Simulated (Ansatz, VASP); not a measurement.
# Two plane-wave programs on Ni

```
CELL_PARAMETERS angstrom
2.60936 0.00000 0.00000
-1.30468 2.25977 0.00000
0.00000 0.00000 8.53994
ATOMIC_POSITIONS crystal
Ni 0.00000 0.00000 0.00000
Ni 0.00000 0.00000 0.50000
Ni 0.33333 0.66667 0.25000
Ni 0.66667 0.33333 0.75000
```

Alike in both runs: task single point; functional RPBE; k mesh 16 × 16 × 5; occupations fermi-dirac, width 0.05 eV; collinear spin.

```csv
,VASP,Ansatz
version,VASP 6.6.1,Ansatz 0.2.0
potentials or method,"VASP PAW PBE potentials, release 64 (Ni), cutoff 520 eV","plane waves (420 eV) with PAW, scalar-relativistic"
valence electrons in the cell,40,72
```

Ansatz gave:

| Item | Value |
| --- | --- |
| pressure (GPa) | -15.3 |
| net moment per atom (μB) | 0.71 |
| size of the moment on the site where the two differ most (μB) | 0.75 |

Task: Estimate VASP's values.

Result: Pressure (GPa): -14.9; net moment per atom (μB): 0.69; size of the moment on the site where the two differ most (μB): 0.71.

VASP's potentials were made for PBE, not for RPBE. Site moments also hang on the region over which each program counts them. VASP's potentials hold 40 valence electrons a cell and Ansatz's 72, so a difference there can come from the potentials and not from the codes.
